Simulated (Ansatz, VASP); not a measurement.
**One calculation of Os, two programs**

```
Os
1.0
     0.00000    1.93849    1.93849
     1.93849    0.00000    1.93849
     1.93849    1.93849    0.00000
Os
1
Direct
  0.00000 0.00000 0.00000
```

Change from the starting cell: volume scaled by 0.99, crystal datasets.

Alike in both runs: task electric field gradients; functional PBEsol; k mesh 14 × 14 × 14; occupations fermi-dirac, width 0.03 eV; no spin polarisation.

```csv
,VASP,Ansatz
version,VASP 6.6.1,Ansatz 0.2.0
potentials or method,"VASP PAW PBE potentials, release 64 (Os), cutoff 520 eV","all-electron PAW with datasets made for the crystal, scalar-relativistic"
```

|  | VASP | Ansatz | Ansatz less VASP |
| --- | --- | --- | --- |
| pressure (GPa) | -16.6 | -16.6 | -0.02 |

VASP's potentials were made for PBE, not for PBEsol. Ansatz ran all-electron here, and VASP with PAW potentials.

Spin-orbit coupling is off throughout.
